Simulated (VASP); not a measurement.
# MgB2 (P6/mmm) in VASP: further runs

The runs below take MgB2 through electric field gradients, with LDA.

Everything below comes from runs of VASP 6.6.1. Logs are shortened: lines on timing, memory, paths and dates and some standing lists are left out, and cuts for length are marked.

### 1 The cell of the first run

It takes space group P6/mmm (No. 191, hexagonal). Conventional cell: a = 3.085 Å, b = 3.085 Å, c = 3.523 Å, α = 90.00°, β = 90.00°, γ = 120.00°. Mg (site symmetry 6/mmm) has 12 B at 2.51 Å and 6 Mg at 3.09 Å within 3.3 Å. B (site symmetry -6m2) has 3 B at 1.78 Å within 2.4 Å.

### 2 Electric field gradients, LDA

Input file INCAR:

```
PREC = Accurate ; ENCUT = 520
EDIFF = 1E-8 ; ISMEAR = -1
SIGMA = 0.05 ; LREAL = False
LASPH = True ; NELM = 60
ALGO = Normal ; ISIF = 2
LWAVE = False ; LCHARG = False
LEFG = True ; NBANDS = 11
```

Input file KPOINTS:

```
Automatic mesh
0
Gamma
  15 15 12
```

Input file POSCAR:

```
MgB2
1.0
    3.0850007055      0.0000000000      0.0000000000
   -1.5425003528      2.6716889817      0.0000000000
    0.0000000000      0.0000000000      3.5230000000
Mg B
1 2
Direct
    0.0000000000      0.0000000000      0.0000000000
    0.3333333333      0.6666666667      0.5000000000
    0.6666666667      0.3333333333      0.5000000000
```

Potentials or basis: VASP PAW LDA potentials, release 64 (Mg, B).

Run with:

```console
$ cat potpaw_LDA.64/Mg/POTCAR potpaw_LDA.64/B/POTCAR > POTCAR
$ mpirun -np 1 vasp_std > vasp.out
```

OUTCAR:

```text
PREC = Accurate
   ENCUT = 520
   EDIFF = 1E-8
   ISMEAR = -1
   LREAL = False
   LASPH = True
   NELM = 60
   ISIF = 2

 ion  position               nearest neighbor table
   1  0.000  0.000  0.000-   2 2.51   3 2.51   2 2.51   3 2.51   3 2.51   3 2.51   2 2.51   2 2.51
                             3 2.51   3 2.51   2 2.51   2 2.51
   2  0.333  0.667  0.500-   3 1.78   3 1.78   3 1.78   1 2.51   1 2.51   1 2.51   1 2.51   1 2.51
                             1 2.51
   3  0.667  0.333  0.500-   2 1.78   2 1.78   2 1.78   1 2.51   1 2.51   1 2.51   1 2.51   1 2.51
                             1 2.51

  LATTYP: Found a hexagonal cell.
 ALAT       =     3.0850007055
 C/A-ratio  =     1.1419770484

  Lattice vectors:

 A1 = (   3.0850007055,   0.0000000000,   0.0000000000)
 A2 = (  -1.5425003528,   2.6716889817,   0.0000000000)
 A3 = (   0.0000000000,   0.0000000000,   3.5230000000)

Analysis of symmetry for initial positions (statically):
=====================================================================
 Subroutine PRICEL returns:
 Original cell was already a primitive cell.

 Routine SETGRP: Setting up the symmetry group for a
 hexagonal supercell.

 Subroutine GETGRP returns: Found 24 space group operations
 (whereof 24 operations were pure point group operations)
 out of a pool of 24 trial point group operations.

The static configuration has the point symmetry D_6h.

Analysis of symmetry for dynamics (positions and initial velocities):
=====================================================================
 Subroutine PRICEL returns:
 Original cell was already a primitive cell.

 Routine SETGRP: Setting up the symmetry group for a
 hexagonal supercell.

 Subroutine GETGRP returns: Found 24 space group operations
 (whereof 24 operations were pure point group operations)
 out of a pool of 24 trial point group operations.

The dynamic configuration has the point symmetry D_6h.

 Subroutine INISYM returns: Found 24 space group operations
 (whereof 24 operations are pure point group operations),
 and found     1 'primitive' translations

----------------------------------------------------------------------------------------

                                     Primitive cell
[... 138 lines left out ...]

  energy without entropy =      -17.24280307  energy(sigma->0) =      -17.24613155

 E-fermi :   5.2004     XC(G=0): -11.0943

 val. band max:        5.1998357988   @ k =   0.0667  -0.0000   0.0833
 cond. band min:       5.2386902098   @ k =   0.3333   0.2000   0.3333
 fundamental gap:      0.0388544110
 Fermi energy:         5.2003615201

 k-point     1 :       0.0000    0.0000    0.0000
  band No.  band energies     occupation
      1      -7.0752      2.00000
      2       2.2870      2.00000
      3       5.5668      0.00131
      4       5.5668      0.00131
      5       6.8606      0.00000
      6      11.4781      0.00000
      7      11.4781      0.00000
      8      13.4307      0.00000
      9      15.0291      0.00000
     10      17.7336      0.00000
     11      21.2142      0.00000
[... 309 lines left out ...]
 k-point    24 :       0.4000    0.2000    0.0000
  band No.  band energies     occupation
      1      -2.7318      2.00000
      2      -2.1049      2.00000
      3       0.8284      2.00000
      4       6.0019      0.00000
      5       7.9312      0.00000
      6      10.8302      0.00000
      7      11.1294      0.00000
      8      13.1353      0.00000
      9      14.6449      0.00000
     10      16.9094      0.00000
     11      18.8117      0.00000

 [... further k-points ...]
[... 5 lines left out ...]
  --------------------------------------------------------------------------------------
  -------------------------------------------------------------------------------------
  Total       -1.6313071     -1.6313071     -1.1920679      0.0000000      0.0000000      0.0000000
  in kB      -90.0103585    -90.0103585    -65.7745328      0.0000000      0.0000000      0.0000000
  external PRESSURE =     -81.9317499 kB  Pullay stress =       0.0000000 kB

 VOLUME and BASIS-vectors are now :
 -----------------------------------------------------------------------------
  energy-cutoff  :      520.00
  volume of cell :       29.04
      direct lattice vectors                 reciprocal lattice vectors
     3.085000706  0.000000000  0.000000000     0.324149034  0.187147532  0.000000000
    -1.542500353  2.671688982  0.000000000     0.000000000  0.374295065  0.000000000
     0.000000000  0.000000000  3.523000000     0.000000000  0.000000000  0.283848992

 POSITION                                       TOTAL-FORCE (eV/Angst)
 -----------------------------------------------------------------------------------
      0.00000      0.00000      0.00000         0.000000      0.000000      0.000000
     -0.00000      1.78113      1.76150        -0.000000     -0.000000      0.000000
      1.54250      0.89056      1.76150         0.000000      0.000000     -0.000000
 -----------------------------------------------------------------------------------
    total drift:                                0.000000     -0.000000      0.000000

  FREE ENERGIE OF THE ION-ELECTRON SYSTEM (eV)
  ---------------------------------------------------
  free  energy   TOTEN  =       -17.2494600248 eV

  energy  without entropy=      -17.2428030679  energy(sigma->0) =      -17.24613155

 Electric field gradients (V/A^2)
---------------------------------------------------------------------
 ion       V_xx      V_yy      V_zz      V_xy      V_xz      V_yz
---------------------------------------------------------------------
   1       0.308     0.308    -0.616    -0.000    -0.000    -0.000
   2      -9.817    -9.817    19.634     0.000     0.000     0.000
   3      -9.817    -9.817    19.634     0.000     0.000     0.000
---------------------------------------------------------------------

 Electric field gradients after diagonalization (V/A^2)
 (convention: |V_zz| > |V_xx| > |V_yy|)
----------------------------------------------------------------------
 ion       V_xx      V_yy      V_zz     asymmetry (V_yy - V_xx)/ V_zz
----------------------------------------------------------------------
   1       0.308     0.308    -0.616       0.000
   2      -9.817    -9.817    19.634       0.000
   3      -9.817    -9.817    19.634       0.000
----------------------------------------------------------------------

           NMR quadrupolar parameters

 Cq : quadrupolar parameter    Cq=e*Q*V_zz/h
 eta: asymmetry parameters     (V_yy - V_xx)/ V_zz
 Q  : nuclear electric quadrupole moment in mb (millibarn)
----------------------------------------------------------------------
 ion       Cq(MHz)       eta       Q (mb)
----------------------------------------------------------------------
   1      -0.001       0.000       1.000
   2       0.047       0.000       1.000
   3       0.047       0.000       1.000
----------------------------------------------------------------------
```

OSZICAR:

```text
N       E                     dE             d eps       ncg     rms          rms(c)
DAV:   1     0.179450325500E+01    0.17945E+01   -0.37829E+03  4470   0.610E+02
DAV:   2    -0.185548904321E+02   -0.20349E+02   -0.19349E+02  5297   0.107E+02
DAV:   3    -0.190853416902E+02   -0.53045E+00   -0.52688E+00  5413   0.142E+01
DAV:   4    -0.190865046985E+02   -0.11630E-02   -0.11629E-02  4872   0.729E-01
DAV:   5    -0.190865080895E+02   -0.33909E-05   -0.33915E-05  5234   0.399E-02    0.516E+00
DAV:   6    -0.175143902184E+02    0.15721E+01   -0.20306E+00  4736   0.652E+00    0.229E+00
DAV:   7    -0.172572569205E+02    0.25713E+00   -0.10118E+00  4883   0.458E+00    0.662E-01
DAV:   8    -0.172582452376E+02   -0.98832E-03   -0.10026E-01  4675   0.170E+00    0.376E-01
DAV:   9    -0.172495614678E+02    0.86838E-02   -0.19795E-02  4671   0.627E-01    0.596E-02
DAV:  10    -0.172494653210E+02    0.96147E-04   -0.10392E-03  5158   0.180E-01    0.198E-02
DAV:  11    -0.172494610224E+02    0.42986E-05   -0.33306E-05  4665   0.346E-02    0.406E-03
DAV:  12    -0.172494601304E+02    0.89191E-06   -0.54060E-06  4758   0.104E-02    0.154E-03
DAV:  13    -0.172494600245E+02    0.10595E-06   -0.32455E-07  4726   0.302E-03    0.177E-04
DAV:  14    -0.172494600248E+02   -0.28604E-09   -0.89428E-09  3680   0.633E-04
   1 F= -.17249460E+02 E0= -.17246132E+02  d E =-.665696E-02
```

stdout:

```text
POSCAR found type information on POSCAR MgB
 POSCAR found :  2 types and       3 ions
 scaLAPACK will be used
 LDA part: xc-table for (Slater(with rela. corr.)+CA(PZ))
 , standard interpolation
 POSCAR, INCAR and KPOINTS ok, starting setup
 FFT: planning ... GRIDC
 FFT: planning ... GRID_SOFT
 FFT: planning ... GRID
 WAVECAR not read
 entering main loop
ion   1

ion   2

ion   3
```

Run time: 32 s. Hardware: 1 thread of Intel Xeon Platinum 8259CL at 2.50GHz (Skylake/Cascade Lake), shared host; peak memory 0.18 GiB.

Results:

```yaml
Free_energy: -17.2495 eV
Pressure: -8.2 GPa
Band_gap_on_the_k_mesh: zero (band 4 reaches 7.01 eV, above the bottom of band 5 at 3.21 eV)
```

Electric field gradients, principal values (V/Å²):
```csv
atom,least,middle,greatest (by size)
1 Mg,0.308,0.308,-0.616
2 B,-9.817,-9.817,19.634
3 B,-9.817,-9.817,19.634
```

Caveat: without QUAD_EFG the Cq values of the log hold for a quadrupole moment of 1 mb, not for the nuclei.

### 3 Electric field gradients, LDA

Input file INCAR:

```
SYSTEM = MgB2
ALGO = Normal ; EDIFF = 1E-8
ENCUT = 520 ; GGA = CA
ISIF = 2 ; ISMEAR = -1
LASPH = .TRUE. ; LCHARG = .FALSE.
LEFG = .TRUE. ; LREAL = .FALSE.
LWAVE = .FALSE. ; NBANDS = 11
NELM = 80 ; PREC = Accurate
SIGMA = 0.05
```

Input file KPOINTS:

```
k-points
0
G
  15 15 12
  0 0 0
```

POSCAR is that of step 2.

Potentials or basis: VASP PAW LDA potentials, release 64 (Mg, B).

Run with:

```console
$ cat potpaw_LDA.64/Mg/POTCAR potpaw_LDA.64/B/POTCAR > POTCAR
$ mpirun -np 1 vasp_std > vasp.out
```

OUTCAR:

```text
SYSTEM = MgB2
   EDIFF = 1E-8
   ENCUT = 520
   GGA = CA
   ISIF = 2
   ISMEAR = -1
   LASPH = .TRUE.
   LREAL = .FALSE.
   NELM = 80
   PREC = Accurate

 ion  position               nearest neighbor table
   1  0.000  0.000  0.000-   2 2.51   3 2.51   2 2.51   3 2.51   3 2.51   3 2.51   2 2.51   2 2.51
                             3 2.51   3 2.51   2 2.51   2 2.51
   2  0.333  0.667  0.500-   3 1.78   3 1.78   3 1.78   1 2.51   1 2.51   1 2.51   1 2.51   1 2.51
                             1 2.51
   3  0.667  0.333  0.500-   2 1.78   2 1.78   2 1.78   1 2.51   1 2.51   1 2.51   1 2.51   1 2.51
                             1 2.51

  LATTYP: Found a hexagonal cell.
 ALAT       =     3.0850007055
 C/A-ratio  =     1.1419770484

  Lattice vectors:

[... 538 lines left out ...]
  volume of cell :       29.04
      direct lattice vectors                 reciprocal lattice vectors
     3.085000706  0.000000000  0.000000000     0.324149034  0.187147532  0.000000000
    -1.542500353  2.671688982  0.000000000     0.000000000  0.374295065  0.000000000
     0.000000000  0.000000000  3.523000000     0.000000000  0.000000000  0.283848992

 POSITION                                       TOTAL-FORCE (eV/Angst)
 -----------------------------------------------------------------------------------
      0.00000      0.00000      0.00000         0.000000      0.000000      0.000000
     -0.00000      1.78113      1.76150        -0.000000     -0.000000      0.000000
      1.54250      0.89056      1.76150         0.000000      0.000000     -0.000000
 -----------------------------------------------------------------------------------
    total drift:                                0.000000     -0.000000      0.000000

  FREE ENERGIE OF THE ION-ELECTRON SYSTEM (eV)
  ---------------------------------------------------
  free  energy   TOTEN  =       -17.2494600248 eV

  energy  without entropy=      -17.2428030679  energy(sigma->0) =      -17.24613155

 Electric field gradients (V/A^2)
---------------------------------------------------------------------
 ion       V_xx      V_yy      V_zz      V_xy      V_xz      V_yz
---------------------------------------------------------------------
   1       0.308     0.308    -0.616    -0.000    -0.000    -0.000
   2      -9.817    -9.817    19.634     0.000     0.000     0.000
   3      -9.817    -9.817    19.634     0.000     0.000     0.000
---------------------------------------------------------------------

 Electric field gradients after diagonalization (V/A^2)
 (convention: |V_zz| > |V_xx| > |V_yy|)
----------------------------------------------------------------------
 ion       V_xx      V_yy      V_zz     asymmetry (V_yy - V_xx)/ V_zz
----------------------------------------------------------------------
   1       0.308     0.308    -0.616       0.000
   2      -9.817    -9.817    19.634       0.000
   3      -9.817    -9.817    19.634       0.000
----------------------------------------------------------------------

           NMR quadrupolar parameters

 Cq : quadrupolar parameter    Cq=e*Q*V_zz/h
 eta: asymmetry parameters     (V_yy - V_xx)/ V_zz
 Q  : nuclear electric quadrupole moment in mb (millibarn)
----------------------------------------------------------------------
 ion       Cq(MHz)       eta       Q (mb)
----------------------------------------------------------------------
   1      -0.001       0.000       1.000
   2       0.047       0.000       1.000
   3       0.047       0.000       1.000
----------------------------------------------------------------------
```

OSZICAR:

```text
N       E                     dE             d eps       ncg     rms          rms(c)
DAV:   1     0.179450325500E+01    0.17945E+01   -0.37829E+03  4470   0.610E+02
DAV:   2    -0.185548904321E+02   -0.20349E+02   -0.19349E+02  5297   0.107E+02
DAV:   3    -0.190853416902E+02   -0.53045E+00   -0.52688E+00  5413   0.142E+01
DAV:   4    -0.190865046985E+02   -0.11630E-02   -0.11629E-02  4872   0.729E-01
DAV:   5    -0.190865080895E+02   -0.33909E-05   -0.33915E-05  5234   0.399E-02    0.516E+00
DAV:   6    -0.175143902184E+02    0.15721E+01   -0.20306E+00  4736   0.652E+00    0.229E+00
DAV:   7    -0.172572569205E+02    0.25713E+00   -0.10118E+00  4883   0.458E+00    0.662E-01
DAV:   8    -0.172582452376E+02   -0.98832E-03   -0.10026E-01  4675   0.170E+00    0.376E-01
DAV:   9    -0.172495614678E+02    0.86838E-02   -0.19795E-02  4671   0.627E-01    0.596E-02
DAV:  10    -0.172494653210E+02    0.96147E-04   -0.10392E-03  5158   0.180E-01    0.198E-02
DAV:  11    -0.172494610224E+02    0.42986E-05   -0.33306E-05  4665   0.346E-02    0.406E-03
DAV:  12    -0.172494601304E+02    0.89191E-06   -0.54060E-06  4758   0.104E-02    0.154E-03
DAV:  13    -0.172494600245E+02    0.10595E-06   -0.32455E-07  4726   0.302E-03    0.177E-04
DAV:  14    -0.172494600248E+02   -0.28604E-09   -0.89428E-09  3680   0.633E-04
   1 F= -.17249460E+02 E0= -.17246132E+02  d E =-.665696E-02
```

It took 32 s on 1 thread of Intel Xeon Platinum 8259CL at 2.50GHz (Skylake/Cascade Lake), shared host; peak memory 0.18 GiB.

Results:

```
Free energy            : -17.2495 eV
Pressure               : -8.2 GPa
Band gap on the k mesh : zero (band 4 reaches 7.01 eV, above the bottom of band 5 at 3.21 eV)
```

Electric field gradients, principal values (V/Å²):
```
atom   least  middle  greatest (by size)
1 Mg   0.308   0.308              -0.616
 2 B  -9.817  -9.817              19.634
 3 B  -9.817  -9.817              19.634
```

Caveat: without QUAD_EFG the Cq values of the log hold for a quadrupole moment of 1 mb, not for the nuclei.

[end of part 1 of 2]
